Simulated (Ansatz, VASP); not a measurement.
**Two plane-wave programs on Ga2AsN**

Contents of INCAR:

```
  PREC = Accurate
  ENCUT = 520
  EDIFF = 1E-6
  ISMEAR = -1
  SIGMA = 0.02
  LREAL = False
  LASPH = True
  NELM = 150
  ALGO = Normal
  ISIF = 2
  LWAVE = False
  LCHARG = False
  MAGMOM = 0 0 0 0 0 0 0 0 0 0 0 0
  LORBIT = 11
  LSORBIT = True
  GGA_COMPAT = False
  LORBMOM = True
  GGA = PE
  NBANDS = 50
```

KPOINTS

```
regular mesh
0
Gamma
  10 10 10
```

Contents of POSCAR:

```
Ga2AsN
1.0
    1.6465440750      0.9506326649      5.9542264604
   -1.6465440750      0.9506326649      5.9542264604
    0.0000000000     -1.9012653299      5.9542264604
N As Ga
1 1 2
Direct
    1.0000000000      0.0000000000      0.0000000000
    0.5000000000      0.5000000000      0.5000000000
    0.2673231068      0.2673231068      0.2673231068
    0.7326768932      0.7326768932      0.7326768932
```

Input for Ansatz:

```yaml
crystal:
  lattice:
    - [1.646544075, 0.9506326649, 5.9542264604]
    - [-1.646544075, 0.9506326649, 5.9542264604]
    - [0.0, -1.9012653299, 5.9542264604]
  atoms:
    - { symbol: "N", position: [1.0, 0.0, 0.0] }
    - { symbol: As, position: [0.5, 0.5, 0.5] }
    - { symbol: Ga, position: [0.2673231068, 0.2673231068, 0.2673231068] }
    - { symbol: Ga, position: [0.7326768932, 0.7326768932, 0.7326768932] }
kpoints:
  mp_grid: { grid: [10, 10, 10] }
  band_path:
    path:
      - [0.0, 0.0, 0.0]
      - [0.5, 0.5, 0.5]
      - [0.8163398069, 0.1836601931, 0.5]
      - [0.5, -0.1836601931, 0.1836601931]
      - [0.5, 0.0, 0.0]
      - [0.3418300965, -0.3418300965, 0.0]
      - [0.6581699035, 0.0, 0.3418300965]
      - [0.5, 0.0, 0.5]
      - [0.5790849517, 0.0, 0.4209150483]
    npoints: 1
hamiltonian:
  xc: pbe
scf:
  occupations: { method: fermi_dirac, width: 0.02 }
  n_extra_bands: 10
magnetization:
  noncollinear: true
  spin_orbit: true
output:
  forces: true
  stress: true
  eigenvalues: true
```

Alike in both runs: task single point; functional PBE; k mesh 10 × 10 × 10; occupations fermi-dirac, width 0.02 eV; non-collinear spin, spin-orbit coupling.

|  | VASP | Ansatz |
| --- | --- | --- |
| version | VASP 6.6.1 | Ansatz 0.2.0 |
| potentials or method | VASP PAW PBE potentials, release 64 (N, As, Ga_d) | plane waves, PAW |
| plane-wave cutoff (eV) | 520 | 420 |
| valence electrons in the cell | 36 | 46 |

```csv
,VASP,Ansatz,Ansatz less VASP
pressure (GPa),4.6,4.2,-0.41
"traceless stress, the component that is largest in VASP (GPa)",2.64,2.61,-0.033
rms of the force components (eV/Å),0.059,0.063,+0.0039
```

Atom by atom the forces differ by 0.004 eV/Å (rms over components). VASP's potentials hold 36 valence electrons a cell and Ansatz's 46, so a difference there can come from the potentials and not from the codes.
